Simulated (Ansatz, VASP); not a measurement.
# One calculation of BAs, two programs

The input POSCAR:

```
BAs
1.0
    0.0000000000      2.2929600000      2.2929600000
    2.2929600000      0.0000000000      2.2929600000
    2.2929600000      2.2929600000      0.0000000000
B As
1 1
Direct
    0.0000000000      0.0000000000      0.0000000000
    0.7500000000      0.7500000000      0.7500000000
```

File INCAR.step1:

```
SYSTEM = BAs
PREC = Accurate
ENCUT = 520
ISMEAR = 0
SIGMA = 0.05
LREAL = .FALSE.
LASPH = .TRUE.
NELM = 100
NBANDS = 11
GGA = PE
ALGO = Normal
EDIFF = 1E-4
LWAVE = .TRUE.
LCHARG = .FALSE.
```

File INCAR.step2:

```
SYSTEM = BAs
PREC = Accurate
ENCUT = 520
EDIFF = 1E-6
ISMEAR = 0
SIGMA = 0.05
LREAL = .FALSE.
LASPH = .TRUE.
NELM = 100
ALGO = Normal
ISIF = 2
LWAVE = .FALSE.
LCHARG = .FALSE.
METAGGA = R2SCAN
LMIXTAU = .TRUE.
NBANDS = 11
ISTART = 1
```

The input KPOINTS:

```
regular mesh
0
G
  10 10 10
  0 0 0
```

Input for Ansatz:

```yaml
crystal:
  lattice:
    - [0.0, 2.29296, 2.29296]
    - [2.29296, 0.0, 2.29296]
    - [2.29296, 2.29296, 0.0]
  atoms:
    - { symbol: B, position: [0.0, 0.0, 0.0] }
    - { symbol: As, position: [0.75, 0.75, 0.75] }
basis:
  ecutwfc: 500
kpoints:
  mp_grid: { grid: [10, 10, 10] }
hamiltonian:
  xc: r2scan
scf:
  occupations: { method: gaussian, width: 0.05 }
output:
  forces: true
  stress: true
  eigenvalues: true
```

Change from the starting cell: strain -0.040 along x and y, -0.040 along z, atoms carried along.

Alike in both runs: task single point; functional r2SCAN; k mesh 10 × 10 × 10; occupations gaussian, width 0.05 eV; no spin polarisation.

|  | VASP | Ansatz |
| --- | --- | --- |
| version | VASP 6.6.1 | Ansatz 0.2.0 |
| potentials or method | VASP PAW PBE potentials, release 64 (B, As), cutoff 520 eV | scalar-relativistic, plane waves, PAW |
| valence electrons in the cell | 8 | 18 |

```csv
,VASP,Ansatz,Ansatz less VASP
gap on the k mesh at the Fermi level (eV),1.23,1.24,+0.006
least direct gap on the mesh (eV),3.60,3.60,-0.002
pressure (GPa),23.7,23.0,-0.68
```

VASP's potentials were made for PBE, not for r2SCAN. VASP's potentials hold 8 valence electrons a cell and Ansatz's 18, so a difference there can come from the potentials and not from the codes.
